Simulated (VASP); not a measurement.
# AlSi62 (a cell with a defect) in VASP: a series of runs

The runs below take AlSi62 (a cell with a defect) through single point, with LDA.

Program: VASP 6.6.1. These are calculated values, not measurements. Logs are shortened: lines on timing, memory, paths and dates and some standing lists are left out, and cuts for length are marked.

### 1 The cell of the first run

The cell holds a defect, 63 atoms: a = 10.860 Å, b = 10.860 Å, c = 10.860 Å, α = 90.00°, β = 90.00°, γ = 90.00°.

### 2 Single point, LDA, collinear spin, zero start

Contents of INCAR:

```
SYSTEM = AlSi62
  PREC = Accurate
  ENCUT = 520
  EDIFF = 1E-7
  ISMEAR = 0
  SIGMA = 0.02
  LREAL = Auto
  LASPH = .TRUE.
  NELM = 150
  ALGO = Normal
  ISIF = 2
  LWAVE = .FALSE.
  LCHARG = .FALSE.
  ISPIN = 2
  MAGMOM = 0 0 0 0 0 0 0 0 0 0 0 0 0 0 0 0 0 0 0 0 0 0 0 0 0 0 0 0 0 0 0 0 0 0 0 0 0 0 0 0 0 0 0 0 0 0 0 0 0 0 0 0 0 0 0 0 0 0 0 0 0 0 0
  LORBIT = 11
  NBANDS = 166
  NELECT = 249.0
```

Contents of KPOINTS:

```
Automatic mesh
0
G
  1 1 1
  0 0 0
```

Contents of POSCAR:

```
AlSi62
1.0
   10.8600000000      0.0000000000      0.0000000000
    0.0000000000     10.8600000000      0.0000000000
    0.0000000000      0.0000000000     10.8600000000
Si Al
62 1
Direct
    0.4989358195      0.0010648250     -0.0011190608
    0.6256791897      0.1237771639      0.1263422652
    0.7504708103      0.2488398711     -0.0013287293
    0.8837583794      0.3721252302      0.1161484346
    0.7514211786     -0.0023111418      0.2486633517
    0.8737006446      0.1237654696      0.3744825967
   -0.0001125230     -0.0000412523      0.0001312155
    0.1265748619      0.1229721915      0.1258769797
    0.2421651934      0.2578155617      0.0044295580
    0.3769880295      0.3734820442      0.1258135359
    0.5000906998      0.5001515654      0.0001402394
    0.6281749540      0.6229036832      0.1229715470
    0.7558474217      0.7441933702     -0.0027119705
    0.8770938306      0.8719225599      0.1229746777
    0.2513183241     -0.0008906077      0.2515107735
    0.3744643646      0.1255689687      0.3768944751
    0.5008443831      0.2487443831      0.2514487109
    0.6265835175      0.3747501842      0.3738245856
    0.7564658379      0.4970288214      0.2435139963
    0.8771015654      0.6229012891      0.3716664825
    0.5000395948     -0.0000257827      0.4999888582
    0.6231797422      0.1256062615      0.6255507366
    0.7489851750      0.2488119705      0.4996203499
    0.8746821363      0.3736063536      0.6235093002
    0.7487614180     -0.0005822284      0.7486545120
    0.8744598527      0.1232980663      0.8734782689
    0.1278561694      0.6166272560      0.1164548803
    0.2511312155      0.7495561694     -0.0013341621
    0.3762576427      0.8742926335      0.1263430018
    0.0012039595      0.2487914365      0.2494676796
    0.1262137201      0.3738108656      0.3744613260
    0.2511848066      0.4988785451      0.2494413444
    0.3762677716      0.6263174954      0.3744890424
    0.5023865562      0.7485702578      0.2486608656
    0.6256988029      0.8743283610      0.3742790055
    0.0011744936      0.0010656538      0.5011224678
    0.1224445672      0.1311833333      0.6310860037
    0.2489496317      0.2511097606      0.5030392265
    0.3687835175      0.3775972376      0.6311741252
    0.4989398711      0.4988329650      0.5011162983
    0.6256164825      0.6263458564      0.6236959484
    0.7514140884      0.7485839779      0.4974799263
    0.8736758748      0.8743477901      0.6236998158
    0.2490091160      0.0031692449      0.7509424494
    0.3690631676      0.1309893186      0.8775569061
    0.4968894107      0.2510610497      0.7509560773
    0.6254186924      0.3737657459      0.8737410681
    0.7505269797      0.4989073665      0.7489459484
    0.8826249540      0.6174499079      0.8721911602
    0.0029118785      0.7437549724      0.2436913444
    0.1253224678      0.8734276243      0.3739744936
   -0.0001593923      0.5001888582      0.4998428177
    0.1264181400      0.6251988950      0.6236480663
    0.2512192449      0.7509289134      0.4997400552
    0.3744104052      0.8768184162      0.6255636280
   -0.0036627993      0.2584731123      0.7586052486
    0.2412504604      0.5033698895      0.7588670350
    0.3765272560      0.6253617864      0.8735100368
    0.5004191529      0.7510954880      0.7486813996
    0.6260754144      0.8737870166      0.8745454880
    0.0011820442      0.7495217311      0.7489560773
    0.1262803867      0.8746593002      0.8737208103
    0.0838484346      0.4155604052     -0.0822138122
```

Potentials or basis: VASP PAW LDA potentials, release 64 (Si, Al).

The run is started by

```
> cat potpaw_LDA.64/Si/POTCAR potpaw_LDA.64/Al/POTCAR > POTCAR
> mpirun -np 1 vasp_gam > vasp.out
```

OUTCAR:

```text
SYSTEM = AlSi62
   PREC = Accurate
   ENCUT = 520
   EDIFF = 1E-7
   ISMEAR = 0
   LREAL = Auto
   LASPH = .TRUE.
   NELM = 150
   ISIF = 2
   ISPIN = 2
   LORBIT = 11
   NELECT = 249.0

 ion  position               nearest neighbor table
   1  0.499  0.001  0.999-  29 2.36   2 2.36  60 2.37  45 2.39
   2  0.626  0.124  0.126-   5 2.35  17 2.35   1 2.36   3 2.37
   3  0.750  0.249  0.999-   4 2.35  26 2.35  47 2.35   2 2.37
   4  0.884  0.372  0.116-   3 2.35  30 2.35  19 2.38  63 3.10
   5  0.751  0.998  0.249-   2 2.35   6 2.35  35 2.35  14 2.36
   6  0.874  0.124  0.374-   5 2.35  23 2.35  36 2.36  30 2.37
[... 54 lines left out ...]
  61  0.001  0.750  0.749-  49 2.35  53 2.35  62 2.35  43 2.37
  62  0.126  0.875  0.874-  44 2.35  28 2.35  61 2.35   7 2.37
  63  0.084  0.416  0.918-   9 2.60  56 2.61  57 2.61   4 3.10  27 3.11  49 3.13

  LATTYP: Found a simple cubic cell.
 ALAT       =    10.8600000000

  Lattice vectors:

 A1 = (  10.8600000000,   0.0000000000,   0.0000000000)
 A2 = (   0.0000000000,  10.8600000000,   0.0000000000)
 A3 = (   0.0000000000,   0.0000000000,  10.8600000000)

Analysis of symmetry for initial positions (statically):
=====================================================================
 Subroutine PRICEL returns:
 Original cell was already a primitive cell.

 Routine SETGRP: Setting up the symmetry group for a
 simple cubic supercell.

 Subroutine GETGRP returns: Found  1 space group operations
 (whereof  1 operations were pure point group operations)
 out of a pool of 48 trial point group operations.

The static configuration has the point symmetry C_1 .

Analysis of symmetry for dynamics (positions and initial velocities):
=====================================================================
 Subroutine PRICEL returns:
 Original cell was already a primitive cell.

 Routine SETGRP: Setting up the symmetry group for a
 simple cubic supercell.

 Subroutine GETGRP returns: Found  1 space group operations
 (whereof  1 operations were pure point group operations)
 out of a pool of 48 trial point group operations.

The dynamic configuration has the point symmetry C_1 .

Analysis of structural, dynamic, and magnetic symmetry:
=====================================================================
 Subroutine PRICEL returns:
 Original cell was already a primitive cell.

 Routine SETGRP: Setting up the symmetry group for a
 simple cubic supercell.

 Subroutine GETGRP returns: Found  1 space group operations
 (whereof  1 operations were pure point group operations)
 out of a pool of 48 trial point group operations.

The overall configuration has the point symmetry C_1 .

 Subroutine INISYM returns: Found  1 space group operations
 (whereof  1 operations are pure point group operations),
 and found     1 'primitive' translations

----------------------------------------------------------------------------------------

                                     Primitive cell

  volume of cell :    1280.8241

  direct lattice vectors                    reciprocal lattice vectors
    10.860000000  0.000000000  0.000000000     0.092081031  0.000000000  0.000000000
     0.000000000 10.860000000  0.000000000     0.000000000  0.092081031  0.000000000
     0.000000000  0.000000000 10.860000000     0.000000000  0.000000000  0.092081031

  length of vectors
    10.860000000 10.860000000 10.860000000     0.092081031  0.092081031  0.092081031

  position of ions in fractional coordinates (direct lattice)
     0.498935819  0.001064825  0.998880939
     0.625679190  0.123777164  0.126342265
     0.750470810  0.248839871  0.998671271
     0.883758379  0.372125230  0.116148435
     0.751421179  0.997688858  0.248663352
     0.873700645  0.123765470  0.374482597
[... 55 lines left out ...]
     0.126280387  0.874659300  0.873720810
     0.083848435  0.415560405  0.917786188

[... 110 lines left out ...]
   LASPH  =      T    aspherical Exc in radial PAW
   ENCUT  =  520.0 eV  38.22 Ry    6.18 a.u.  20.19 20.19 20.19*2*pi/ulx,y,z
   NELM   =    150;   NELMIN=  2; NELMDL= -5     # of ELM steps
   EDIFF  = 0.1E-06   stopping-criterion for ELM
   LREAL  =      T    real-space projection
   EDIFFG = 0.1E-05   stopping-criterion for IOM
   NSW    =      0    number of steps for IOM
   IBRION =     -1    ionic relax: 0-MD 1-quasi-New 2-CG
   NFREE  =      0    steps in history (QN), initial steepest desc. (CG)
   ISIF   =      2    stress and relaxation
   ISYM   =      2    0-nonsym 1-usesym 2-fastsym
   POTIM  = 0.5000    time-step for ionic-motion
   TEBEG  =    0.0;   TEEND  =   0.0 temperature during run
   PSTRESS=    0.0 pullay stress
   NELECT =     249.0000    total number of electrons
   NUPDOWN=      -1.0000    fix difference up-down
   EMIN   =  10.00;   EMAX   =-10.00  energy-range for DOS
   EFERMI =   0.00;   METHOD = LEGACY
   ISMEAR =     0;   SIGMA  =   0.02  broadening in eV -4-tet -1-fermi 0-gaus
   EFERMI_NEDOS =   21; number of points for ismear=-14 and -15
   IALGO  =     38    algorithm
   IMIX   =      4    mixing-type and parameters
     AMIX     =   0.40;   BMIX     =  1.00
     AMIX_MAG =   1.60;   BMIX_MAG =  1.00
  volume/ion in A,a.u.               =      20.33       137.20
  Fermi-wavevector in a.u.,A,eV,Ry     =   0.948371  1.792161 12.237175  0.899407
  Thomas-Fermi vector in A             =   2.076553
   LORBIT       =     11    0 simple, 1 ext, 2 COOP (PROOUT), +10 PAW based schemes
   GGA     = CA    functional components
   LHFCALC =     F    Hartree Fock is set to
   AEXX    =    0.0000 exact exchange contribution
   IVDW    =     0    specifies the selected vdW correction
   LEPSILON=     F    determine dielectric tensor
   LRPA    =     F    only Hartree local field effects (RPA)
 spin polarized calculation
 Gauss-broadening in eV      SIGMA  =   0.02
  energy-cutoff  :      520.00
  volume of cell :     1280.82
 maximum number of plane-waves:     17229
 NGX is ok and might be reduce to    84
   NGX = 41   NGY = 41   NGZ = 41

 number of electron     248.9999992 magnetization       0.0005402

 number of electron     248.9999992 magnetization      -0.0003185

 Free energy of the ion-electron system (eV)
  ---------------------------------------------------
  ext. energy  EPLUGINS =         0.00000000
  ---------------------------------------------------
  free energy    TOTEN  =      -375.76836051 eV

  energy without entropy =     -375.75707672  energy(sigma->0) =     -375.76271862

 E-fermi :   5.4916     XC(G=0):  -9.5157

 val. band max:        5.4916238768   @ k =   0.0000   0.0000   0.0000
 cond. band min:       5.4916415283   @ k =   0.0000   0.0000   0.0000
 fundamental gap:      0.0000176515
 Fermi energy:         5.4916327026

 spin component 1

 k-point     1 :       0.0000    0.0000    0.0000
  band No.  band energies     occupation
      1      -6.2368      1.00000
      2      -5.2102      1.00000
      3      -5.2097      1.00000
      4      -5.1853      1.00000
      5      -5.1845      1.00000
      6      -5.1258      1.00000
[... 128 lines left out ...]
    135       6.7649      0.00000
    136       6.7914      0.00000
 Fermi energy:         5.4916327026

 spin component 2

 k-point     1 :       0.0000    0.0000    0.0000
  band No.  band energies     occupation
      1      -6.2368      1.00000
      2      -5.2102      1.00000
      3      -5.2097      1.00000
      4      -5.1853      1.00000
      5      -5.1845      1.00000
      6      -5.1258      1.00000
[... 128 lines left out ...]
    135       6.7649      0.00000
    136       6.7914      0.00000
 [bands above 136 left out]

------------------------ aborting loop because EDIFF is reached ----------------------------------------

  FORCE on cell =-STRESS in cart. coord.  units (eV):
  Direction    XX          YY          ZZ          XY          YZ          ZX
  --------------------------------------------------------------------------------------
  -------------------------------------------------------------------------------------
  Total      -33.5931082    -33.5548872    -33.6935311      4.8769154     -5.0718729      5.1409734
  in kB      -42.0214753    -41.9736648    -42.1470938      6.1005127     -6.3443841      6.4308216
  external PRESSURE =     -42.0474113 kB  Pullay stress =       0.0000000 kB

 VOLUME and BASIS-vectors are now :
 -----------------------------------------------------------------------------
  energy-cutoff  :      520.00
  volume of cell :     1280.82
      direct lattice vectors                 reciprocal lattice vectors
    10.860000000  0.000000000  0.000000000     0.092081031  0.000000000  0.000000000
     0.000000000 10.860000000  0.000000000     0.000000000  0.092081031  0.000000000
     0.000000000  0.000000000 10.860000000     0.000000000  0.000000000  0.092081031

 POSITION                                       TOTAL-FORCE (eV/Angst)
 -----------------------------------------------------------------------------------
      5.41844      0.01156     10.84785         0.002054     -0.002412      0.011201
      6.79488      1.34422      1.37208        -0.001253     -0.002817      0.000679
      8.15011      2.70240     10.84557         0.001253      0.001968      0.010287
      9.59762      4.04128      1.26137         0.006603      0.002569     -0.007345
      8.16043     10.83490      2.70048         0.002746     -0.006542     -0.000979
      9.48839      1.34409      4.06688        -0.000193     -0.001558     -0.000245
[... 55 lines left out ...]
      1.37140      9.49880      9.48861        -0.000474     -0.001475     -0.002039
      0.91059      4.51299      9.96716        -0.022834      0.027737      0.008331
 -----------------------------------------------------------------------------------
    total drift:                                0.008736     -0.005534     -0.006782

  FREE ENERGIE OF THE ION-ELECTRON SYSTEM (eV)
  ---------------------------------------------------
  free  energy   TOTEN  =      -375.7683605125 eV

  energy  without entropy=     -375.7570767230  energy(sigma->0) =     -375.76271862

 total charge

# of ion       s       p       d       tot
------------------------------------------
    1        0.755   0.928   0.000   1.683
    2        0.751   0.942   0.000   1.693
    3        0.750   0.945   0.000   1.695
    4        0.780   0.860   0.000   1.640
    5        0.746   0.954   0.000   1.700
    6        0.751   0.942   0.000   1.693
[... 55 lines left out ...]
   62        0.747   0.952   0.000   1.699
   63        0.410   0.323   0.000   0.733
--------------------------------------------------
tot         46.974  58.657   0.000 105.631

 magnetization (x)

# of ion       s       p       d       tot
------------------------------------------
    1       -0.000  -0.000   0.000  -0.000
    2       -0.000  -0.000   0.000  -0.000
    3        0.000  -0.000   0.000  -0.000
    4       -0.000  -0.000   0.000  -0.000
    5       -0.000  -0.000   0.000  -0.000
    6       -0.000  -0.000   0.000  -0.000
[... 55 lines left out ...]
   62        0.000  -0.000   0.000  -0.000
   63       -0.000  -0.000   0.000  -0.000
--------------------------------------------------
tot         -0.000  -0.000   0.000  -0.000
```

Wall time 13 min (1 thread of Intel Xeon 8259CL, shared host); peak memory 0.9 GiB.

What came out:

* Free energy: -375.7684 eV
* Largest force: 0.037 eV/Å
* Net moment: 0.00 μB per cell
* Valence electrons inside the program's atomic spheres: Si 1.68, 1.69, 1.70, 1.64 (each value once); Al 0.73

Forces in eV/Å, atoms in the order of the input:
```
Si   0.002 -0.002  0.011
Si  -0.001 -0.003  0.001
Si   0.001  0.002  0.010
Si   0.007  0.003 -0.007
Si   0.003 -0.007 -0.001
Si   0.000 -0.002  0.000
Si  -0.006 -0.003  0.007
Si   0.003 -0.002  0.001
Si  -0.004  0.004  0.003
Si   0.002 -0.004  0.002
Si   0.004  0.006  0.005
Si   0.004 -0.001  0.002
Si   0.003 -0.003 -0.001
Si   0.000 -0.004  0.002
Si  -0.001  0.005 -0.003
Si   0.002 -0.002  0.007
Si  -0.005  0.000 -0.002
Si   0.002 -0.004 -0.004
Si   0.003 -0.004 -0.003
Si   0.000  0.000 -0.004
Si   0.007 -0.005 -0.003
Si  -0.007 -0.002  0.000
Si  -0.002  0.001 -0.002
Si  -0.006 -0.004 -0.004
Si   0.003 -0.002  0.005
Si   0.000 -0.006 -0.003
Si  -0.002 -0.010 -0.011
Si  -0.001 -0.001  0.010
Si   0.003  0.002  0.001
Si  -0.007  0.004  0.002
Si   0.003 -0.003 -0.002
Si  -0.003  0.005  0.003
Si   0.001  0.000  0.000
Si   0.006 -0.003 -0.001
Si   0.000 -0.001  0.000
Si  -0.006 -0.005 -0.003
Si  -0.001  0.001  0.002
Si  -0.004  0.001  0.003
Si  -0.001  0.000  0.001
Si   0.005  0.005 -0.003
Si   0.000  0.003 -0.002
Si   0.001 -0.002 -0.005
Si  -0.004  0.000 -0.002
Si  -0.005  0.005  0.009
Si  -0.002  0.002 -0.001
Si  -0.004  0.003  0.009
Si   0.002  0.000 -0.003
Si  -0.003  0.003  0.001
Si   0.017 -0.018  0.002
Si   0.003 -0.003 -0.003
Si   0.002 -0.002 -0.005
Si  -0.004  0.004 -0.002
Si   0.003  0.006 -0.006
Si  -0.001  0.002 -0.004
Si   0.001  0.007  0.000
Si  -0.011 -0.007 -0.007
Si   0.011  0.015 -0.010
Si   0.007  0.002 -0.002
Si   0.004 -0.001  0.004
Si   0.004 -0.002  0.002
Si  -0.005  0.002  0.001
Si   0.000 -0.001 -0.002
Al  -0.023  0.028  0.008
```

Caveat: the k points lie up to 0.58 Å⁻¹ apart; the cell carries a net charge on a neutralising background, which shifts energy and pressure; the cell is charged against a uniform background, so pressure and absolute levels hang on convention; no moment was typed at the start, so none could form.

[end of part 1 of 3]
